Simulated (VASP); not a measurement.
# Al9H in VASP: notebook

Al9H is run at these levels: PBE; tasks: single point.

Everything below comes from runs of VASP 6.6.1. Logs are shortened: lines on timing, memory, paths and dates and some standing lists are left out, and cuts for length are marked.

**1. The cell of the first run**

The cell holds a slab with vacuum, 20 atoms: a = 5.707 Å, b = 9.806 Å, c = 22.790 Å, α = 90.00°, β = 90.00°, γ = 98.37°.

**2. Single point, PBE**

File INCAR:

```
SYSTEM = Al9H
  PREC = Accurate
  ENCUT = 520
  EDIFF = 1E-6
  ISMEAR = 0
  SIGMA = 0.1
  LREAL = Auto
  LASPH = .TRUE.
  NELM = 80
  ALGO = Normal
  ISIF = 2
  LWAVE = .FALSE.
  LCHARG = .FALSE.
  LDIPOL = .TRUE.
  IDIPOL = 3
  DIPOL = 0.5 0.5 0.306
  GGA = PE
  NBANDS = 44
```

File KPOINTS:

```
regular mesh
0
G
  5 3 1
  0 0 0
```

File POSCAR:

```
Al9H
1.0
    5.7070863106      0.0000000000      0.0000000000
   -1.4267715776      9.7014842380      0.0000000000
    0.0000000000      0.0000000000     22.7903703519
Al H
18 2
Direct
    0.2662216041      0.0648864163      0.1755127248
    0.7662216041      0.0648864163      0.1755127248
    0.3354806058      0.3419224231      0.2192029854
    0.8354806058      0.3419224231      0.2192029854
    0.1493324061      0.5973296244      0.2279410375
    0.6493324061      0.5973296244      0.2279410375
    0.4631842064      0.8527368258      0.2366790896
    0.9631842065      0.8527368258      0.2366790896
    0.0319772093      0.1277109169      0.2808262502
    0.5319772093      0.1277109169      0.2808262502
    0.0997917601      0.4042231294      0.3301071124
    0.5997917601      0.4042231294      0.3301071124
    0.4144000537      0.6596656514      0.3369822081
    0.9144000537      0.6596656514      0.3369822081
    0.2263076916      0.9110819252      0.3449259130
    0.7263076916      0.9110819252      0.3449259130
    0.2962427243      0.1814072004      0.3857054631
    0.7962427243      0.1814072004      0.3857054631
    0.6062643800      0.3863895871      0.5173400068
    0.6062643800      0.4628746302      0.5173400068
```

Potentials or basis: VASP PAW PBE potentials, release 64 (Al, H).

Command:

```
> cat potpaw_PBE.64/Al/POTCAR potpaw_PBE.64/H/POTCAR > POTCAR
> mpirun -np 1 vasp_std > vasp.out
```

OUTCAR:

```text
SYSTEM = Al9H
   PREC = Accurate
   ENCUT = 520
   EDIFF = 1E-6
   ISMEAR = 0
   LREAL = Auto
   LASPH = .TRUE.
   NELM = 80
   ISIF = 2
   GGA = PE

 ion  position               nearest neighbor table
   1  0.266  0.065  0.176-   2 2.85   2 2.85   9 2.86  10 2.86   7 2.87   8 2.87   3 2.87
   2  0.766  0.065  0.176-   1 2.85   1 2.85  10 2.86   9 2.86   8 2.87   7 2.87   4 2.87
   3  0.335  0.342  0.219-   4 2.85   4 2.85   6 2.87   5 2.87   1 2.87   9 2.89  10 2.89  12 2.96
                            11 2.97
   4  0.835  0.342  0.219-   3 2.85   3 2.85   5 2.87   6 2.87   2 2.87  10 2.89   9 2.89  11 2.96
                            12 2.97
   5  0.149  0.597  0.228-   6 2.85   6 2.85   4 2.87   3 2.87   8 2.87   7 2.87  13 2.93  14 2.93
                            11 2.99
   6  0.649  0.597  0.228-   5 2.85   5 2.85   3 2.87   4 2.87   7 2.87   8 2.87  14 2.93  13 2.93
                            12 2.99
   7  0.463  0.853  0.237-  10 2.85   8 2.85   8 2.85   1 2.87   2 2.87   5 2.87   6 2.87  16 2.90
                            15 2.91  13 2.96
   8  0.963  0.853  0.237-   9 2.85   7 2.85   7 2.85   1 2.87   2 2.87   5 2.87   6 2.87  15 2.90
                            16 2.91  14 2.96
   9  0.032  0.128  0.281-  18 2.83  17 2.83   8 2.85  10 2.85  10 2.85   1 2.86   2 2.86   3 2.89
                             4 2.89  11 2.91  15 2.93  16 2.93
  10  0.532  0.128  0.281-  17 2.83  18 2.83   7 2.85   9 2.85   9 2.85   2 2.86   1 2.86   4 2.89
                             3 2.89  12 2.91  16 2.93  15 2.93
  11  0.100  0.404  0.330-  12 2.85  12 2.85  14 2.86  13 2.87  18 2.88  17 2.89   9 2.91   4 2.96
                             3 2.97   5 2.99
  12  0.600  0.404  0.330-  11 2.85  11 2.85  13 2.86  14 2.87  17 2.88  18 2.89  10 2.91   3 2.96
                             4 2.97   6 2.99
  13  0.414  0.660  0.337-  16 2.83  15 2.83  14 2.85  14 2.85  12 2.86  11 2.87   5 2.93   6 2.93
                             7 2.96
  14  0.914  0.660  0.337-  15 2.83  16 2.83  13 2.85  13 2.85  11 2.86  12 2.87   6 2.93   5 2.93
                             8 2.96
  15  0.226  0.911  0.345-  17 2.78  14 2.83  13 2.83  16 2.85  16 2.85   8 2.90   7 2.91   9 2.93
                            10 2.93
  16  0.726  0.911  0.345-  18 2.78  13 2.83  14 2.83  15 2.85  15 2.85   7 2.90   8 2.91  10 2.93
                             9 2.93
  17  0.296  0.181  0.386-  15 2.78  10 2.83   9 2.83  18 2.85  18 2.85  12 2.88  11 2.89
  18  0.796  0.181  0.386-  16 2.78   9 2.83  10 2.83  17 2.85  17 2.85  11 2.88  12 2.89
  19  0.606  0.386  0.517-  20 0.75
  20  0.606  0.463  0.517-  19 0.75

  LATTYP: Found a simple monoclinic cell.
 ALAT       =     5.7070863106
 B/A-ratio  =     3.9933460108
 C/A-ratio  =     1.7181865166
 COS(beta)  =    -0.1455022476

  Lattice vectors:

 A1 = (   5.7070863106,   0.0000000000,   0.0000000000)
 A2 = (   0.0000000000,   0.0000000000, -22.7903703519)
 A3 = (  -1.4267715776,   9.7014842380,   0.0000000000)

Analysis of symmetry for initial positions (statically):
=====================================================================
 Subroutine PRICEL returns:
 Original cell was already a primitive cell.

 Routine SETGRP: Setting up the symmetry group for a
 simple monoclinic supercell.

 Subroutine GETGRP returns: Found  1 space group operations
 (whereof  1 operations were pure point group operations)
 out of a pool of  4 trial point group operations.

The static configuration has the point symmetry C_1 .

Analysis of symmetry for dynamics (positions and initial velocities):
=====================================================================
 Subroutine PRICEL returns:
 Original cell was already a primitive cell.

 Routine SETGRP: Setting up the symmetry group for a
 simple monoclinic supercell.

 Subroutine GETGRP returns: Found  1 space group operations
 (whereof  1 operations were pure point group operations)
 out of a pool of  4 trial point group operations.

The dynamic configuration has the point symmetry C_1 .

 Subroutine INISYM returns: Found  1 space group operations
 (whereof  1 operations are pure point group operations),
 and found     1 'primitive' translations

----------------------------------------------------------------------------------------

                                     Primitive cell

  volume of cell :    1261.8392

  direct lattice vectors                    reciprocal lattice vectors
     5.707086311  0.000000000  0.000000000     0.175220760  0.025769253  0.000000000
    -1.426771578  9.701484238  0.000000000     0.000000000  0.103077011  0.000000000
     0.000000000  0.000000000 22.790370352     0.000000000  0.000000000  0.043878181

  length of vectors
     5.707086311  9.805838748 22.790370352     0.177105531  0.103077011  0.043878181

  position of ions in fractional coordinates (direct lattice)
     0.266221604  0.064886416  0.175512725
     0.766221604  0.064886416  0.175512725
     0.335480606  0.341922423  0.219202985
     0.835480606  0.341922423  0.219202985
     0.149332406  0.597329624  0.227941038
     0.649332406  0.597329624  0.227941038
[... 12 lines left out ...]
     0.606264380  0.386389587  0.517340007
     0.606264380  0.462874630  0.517340007

  ion indices of the primitive-cell ions
   primitive index   ion index
                 1           1
                 2           2
                 3           3
                 4           4
                 5           5
                 6           6
[... 12 lines left out ...]
                19          19
                20          20

----------------------------------------------------------------------------------------

 KPOINTS: regular mesh

Automatic generation of k-mesh.
 Grid dimensions read from file:
 generate k-points for:    5    3    1

 Generating k-lattice:

  Cartesian coordinates                     Fractional coordinates (reciprocal lattice)
     0.035044152  0.005153851  0.000000000     0.200000000 -0.000000000  0.000000000
     0.000000000  0.034359004  0.000000000     0.000000000  0.333333333  0.000000000
     0.000000000  0.000000000  0.043878181     0.000000000  0.000000000  1.000000000

  Length of vectors
     0.035421106  0.034359004  0.043878181

  Shift w.r.t. Gamma in fractional coordinates (k-lattice)
     0.000000000  0.000000000  0.000000000

 Subroutine IBZKPT returns following result:
 ===========================================

 Found      8 irreducible k-points:

 Following reciprocal coordinates:
            Coordinates               Weight
  0.000000  0.000000  0.000000      1.000000
  0.200000 -0.000000  0.000000      2.000000
  0.400000 -0.000000  0.000000      2.000000
  0.000000  0.333333  0.000000      2.000000
  0.200000  0.333333  0.000000      2.000000
  0.400000  0.333333  0.000000      2.000000
 -0.400000  0.333333  0.000000      2.000000
 -0.200000  0.333333  0.000000      2.000000
   k-points           NKPTS =      8   k-points in BZ     NKDIM =      8   number of bands    NBANDS=     44
   number of dos      NEDOS =    301   number of ions     NIONS =     20
   total plane-waves  NPLWV = 604800
   dimension x,y,z NGX =    42 NGY =   80 NGZ =  180
   dimension x,y,z NGXF=    84 NGYF=  160 NGZF=  360
   ions per type =              18   2
   NGX,Y,Z   is equivalent  to a cutoff of  12.23, 13.56, 13.13 a.u.
   NGXF,Y,Z  is equivalent  to a cutoff of  24.47, 27.13, 26.26 a.u.
 SYSTEM =  Al9H
   PREC   = accura    normal or accurate (medium, high low for compatibility)
   ISTART =      0    job   : 0-new  1-cont  2-samecut
   ICHARG =      2    charge: 1-file 2-atom 10-const
   ISPIN  =      1    spin polarized calculation?
   LNONCOLLINEAR =      F non collinear calculations
   LSORBIT =      F    spin-orbit coupling
   LASPH  =      T    aspherical Exc in radial PAW
   ENCUT  =  520.0 eV  38.22 Ry    6.18 a.u.  10.61 18.23 42.37*2*pi/ulx,y,z
   NELM   =     80;   NELMIN=  2; NELMDL= -5     # of ELM steps
   EDIFF  = 0.1E-05   stopping-criterion for ELM
   LREAL  =      T    real-space projection
   EDIFFG = 0.1E-04   stopping-criterion for IOM
   NSW    =      0    number of steps for IOM
   IBRION =     -1    ionic relax: 0-MD 1-quasi-New 2-CG
   NFREE  =      0    steps in history (QN), initial steepest desc. (CG)
   ISIF   =      2    stress and relaxation
   ISYM   =      2    0-nonsym 1-usesym 2-fastsym
   POTIM  = 0.5000    time-step for ionic-motion
   TEBEG  =    0.0;   TEEND  =   0.0 temperature during run
   PSTRESS=    0.0 pullay stress
   NELECT =      56.0000    total number of electrons
   NUPDOWN=      -1.0000    fix difference up-down
   EMIN   =  10.00;   EMAX   =-10.00  energy-range for DOS
   EFERMI =   0.00;   METHOD = LEGACY
   ISMEAR =     0;   SIGMA  =   0.10  broadening in eV -4-tet -1-fermi 0-gaus
   EFERMI_NEDOS =   21; number of points for ismear=-14 and -15
   IALGO  =     38    algorithm
   IMIX   =      4    mixing-type and parameters
     AMIX     =   0.40;   BMIX     =  1.00
     AMIX_MAG =   1.60;   BMIX_MAG =  1.00
  volume/ion in A,a.u.               =      63.09       425.77
  Fermi-wavevector in a.u.,A,eV,Ry     =   0.579610  1.095305  4.570853  0.335948
  Thomas-Fermi vector in A             =   1.623387
   LORBIT       =      0    0 simple, 1 ext, 2 COOP (PROOUT), +10 PAW based schemes
   GGA     = PE    functional components
   LHFCALC =     F    Hartree Fock is set to
   AEXX    =    0.0000 exact exchange contribution
   IVDW    =     0    specifies the selected vdW correction
   LEPSILON=     F    determine dielectric tensor
   LRPA    =     F    only Hartree local field effects (RPA)
 non-spin polarized calculation
 Gauss-broadening in eV      SIGMA  =   0.10
  energy-cutoff  :      520.00
  volume of cell :     1261.84
 maximum number of plane-waves:     34010
   NGX = 21   NGY = 37   NGZ = 85

 dipolmoment           0.000000      0.000000      0.000035 electrons x Angstroem

 number of electron      55.9999999 magnetization

 dipolmoment           0.000000      0.000000     -0.000253 electrons x Angstroem

 Free energy of the ion-electron system (eV)
  ---------------------------------------------------
  ext. energy  EPLUGINS =         0.00000000
  ---------------------------------------------------
  free energy    TOTEN  =       -68.03615067 eV

  energy without entropy =      -67.98985903  energy(sigma->0) =      -68.01300485

 E-fermi :  -1.1938     XC(G=0):  -3.4320

 val. band max:       -1.2137877471   @ k =   0.0000   0.3333   0.0000
 cond. band min:      -1.1769079354   @ k =   0.2000  -0.0000   0.0000
 fundamental gap:      0.0368798116
 Fermi energy:        -1.1938227427

 k-point     1 :       0.0000    0.0000    0.0000
  band No.  band energies     occupation
      1     -11.2632      2.00000
      2      -9.7224      2.00000
      3      -9.6231      2.00000
      4      -8.9768      2.00000
      5      -7.4499      2.00000
      6      -7.1624      2.00000
[... 32 lines left out ...]
     39       0.8541      0.00000
     40       0.8753      0.00000

 k-point     2 :       0.2000   -0.0000    0.0000
  band No.  band energies     occupation
      1     -11.0787      2.00000
      2      -9.6492      2.00000
      3      -9.3311      2.00000
      4      -8.7951      2.00000
      5      -8.3409      2.00000
      6      -7.4447      2.00000
[... 247 lines left out ...]
     39       1.1759      0.00000
     40       1.2336      0.00000

 k-point     8 :      -0.2000    0.3333    0.0000
  band No.  band energies     occupation
      1     -10.9709      2.00000
      2     -10.2250      2.00000
      3      -8.7601      2.00000
      4      -8.4961      2.00000
      5      -8.1557      2.00000
      6      -7.8233      2.00000
[... 32 lines left out ...]
     39       0.8886      0.00000
     40       1.0394      0.00000
 [bands above 40 left out]

------------------------ aborting loop because EDIFF is reached ----------------------------------------

 vacuum level on the upper side and lower side of the slab       (xc-potential included)        -0.075        -0.055

  FORCE on cell =-STRESS in cart. coord.  units (eV):
  Direction    XX          YY          ZZ          XY          YZ          ZX
  --------------------------------------------------------------------------------------
  -------------------------------------------------------------------------------------
  Total      -11.7873005    -12.6313933     -0.2367515      0.0774798     -0.5131343      0.0103392
  in kB      -14.9665235    -16.0382816     -0.3006072      0.0983774     -0.6515349      0.0131278
  external PRESSURE =     -10.4351374 kB  Pullay stress =       0.0000000 kB

 VOLUME and BASIS-vectors are now :
 -----------------------------------------------------------------------------
  energy-cutoff  :      520.00
  volume of cell :     1261.84
      direct lattice vectors                 reciprocal lattice vectors
     5.707086311  0.000000000  0.000000000     0.175220760  0.025769253  0.000000000
    -1.426771578  9.701484238  0.000000000     0.000000000  0.103077011  0.000000000
     0.000000000  0.000000000 22.790370352     0.000000000  0.000000000  0.043878181

 POSITION                                       TOTAL-FORCE (eV/Angst)
 -----------------------------------------------------------------------------------
      1.42677      0.62949      4.00000        -0.005808      0.153827      0.032376
      4.28031      0.62949      4.00000        -0.006673      0.153939      0.032466
      1.42677      3.31715      4.99572         0.007522      0.034904      0.063333
      4.28031      3.31715      4.99572         0.003880      0.035088      0.062464
      0.00000      5.79498      5.19486        -0.000792     -0.074322      0.030625
      2.85354      5.79498      5.19486        -0.001703     -0.075502      0.029841
[... 12 lines left out ...]
      2.90871      3.74855     11.79037         0.002741     -0.016599     -0.005288
      2.79959      4.49057     11.79037        -0.002114      0.025583      0.006837
 -----------------------------------------------------------------------------------
    total drift:                               -0.007965     -0.032235     -0.007340

  FREE ENERGIE OF THE ION-ELECTRON SYSTEM (eV)
  ---------------------------------------------------
  free  energy   TOTEN  =       -68.0361506689 eV

  energy  without entropy=      -67.9898590336  energy(sigma->0) =      -68.01300485

 vacuum level on the upper side and lower side of the slab         2.931         2.937
```

Wall time 35 min (1 thread of Intel Xeon 8259CL, shared host); peak memory 1.2 GiB.

Results:

```yaml
Free_energy: -68.0362 eV
Largest_force: 0.157 eV/Å
Band_gap_on_the_k_mesh: zero (bands 28 and 29 overlap by 0.73 eV)
```

Forces on the atoms (eV/Å):
```
Al  -0.006  0.154  0.032
Al  -0.007  0.154  0.032
Al   0.008  0.035  0.063
Al   0.004  0.035  0.062
Al  -0.001 -0.074  0.031
Al  -0.002 -0.076  0.030
Al   0.002 -0.099 -0.120
Al   0.003 -0.099 -0.119
Al   0.000  0.008 -0.002
Al   0.000  0.008 -0.004
Al   0.004 -0.012  0.001
Al   0.003 -0.012 -0.001
Al  -0.004 -0.010 -0.003
Al  -0.005 -0.010 -0.003
Al  -0.002  0.001  0.001
Al  -0.003  0.002  0.001
Al   0.003 -0.005 -0.001
Al   0.002 -0.006 -0.001
H    0.003 -0.017 -0.005
H   -0.002  0.026  0.007
```

Levels at points of the mesh, in eV from the Fermi level:
| k point | band 25 | band 26 | band 27 | band 28 | band 29 | band 30 | band 31 | band 32 |
| --- | --- | --- | --- | --- | --- | --- | --- | --- |
| (0.00, 0.00, 0.00) | -1.12 | -1.08 | -0.94 | -0.62 | -0.58 | -0.27 | 0.11 | 0.91 |

**3. Single point, PBE**

File INCAR:

```
SYSTEM = Al9H
PREC     = Accurate       ! precision mode
ENCUT    = 520            ! plane-wave cutoff, eV
EDIFF    = 1E-6           ! SCF threshold, eV
ISMEAR   = 0              ! smearing method
SIGMA    = 0.1            ! smearing width, eV
LREAL    = Auto         
LASPH    = .TRUE.         ! aspherical terms in the spheres
NELM     = 80             ! most SCF steps
ALGO     = Normal         ! electronic algorithm
ISIF     = 2              ! what is computed and relaxed
LWAVE    = .FALSE.        ! write WAVECAR
LCHARG   = .FALSE.        ! write CHGCAR
LDIPOL   = .TRUE.       
IDIPOL   = 3            
DIPOL    = 0.5 0.5 0.296
GGA      = PE             ! functional
NBANDS   = 44             ! bands
```

KPOINTS is that of step 2.

Changes to POSCAR since step 2:

```diff
@@ -26,3 +26,3 @@
     0.7962427243      0.1814072004      0.3857054631
-    0.6062643800      0.3863895871      0.5173400068
-    0.6062643800      0.4628746302      0.5173400068
+    0.6062643800      0.3644128847      0.4194916627
+    0.6062643800      0.4848513326      0.4194916627
```

Potentials or basis: VASP PAW PBE potentials, release 64 (Al, H).

Command:

```
> cat potpaw_PBE.64/Al/POTCAR potpaw_PBE.64/H/POTCAR > POTCAR
> mpirun -np 1 vasp_std > vasp.out
```

Run time: 34 min. Hardware: 1 thread of Intel Xeon 8259CL, shared host; peak memory 1.2 GiB.

The run converged. Its results:

```yaml
Free_energy: -66.6458 eV
Largest_force: 2.152 eV/Å
Band_gap_on_the_k_mesh: zero (bands 28 and 29 overlap by 0.58 eV)
```

Forces in eV/Å, atoms in the order of the input:
```
Al  -0.117  0.139  0.021
Al   0.118  0.194 -0.016
Al  -0.051 -0.015 -0.024
Al   0.063 -0.009 -0.047
Al  -0.018 -0.109  0.028
Al   0.020 -0.087  0.107
Al  -0.036 -0.071 -0.126
Al   0.024 -0.070 -0.126
Al   0.005 -0.002 -0.021
Al  -0.029  0.084  0.057
Al   0.032 -0.019 -0.045
Al  -0.009  0.137  0.327
Al  -0.022 -0.082  0.021
Al   0.014 -0.066 -0.035
Al   0.005  0.049 -0.015
Al   0.002  0.054  0.040
Al  -0.058 -0.087 -0.030
Al   0.018 -0.025  0.001
H   -0.331  2.090  0.136
H    0.368 -2.105 -0.251
```

Levels at points of the mesh, in eV from the Fermi level:
```csv
k point,band 25,band 26,band 27,band 28,band 29,band 30,band 31,band 32
"(0.00, 0.00, 0.00)",-1.10,-1.04,-0.94,-0.62,-0.43,-0.28,0.09,0.95
```

(Part 1 of 2 ends here.)

The gap in the log of VASP goes by the Fermi energy; the results here count the filled bands.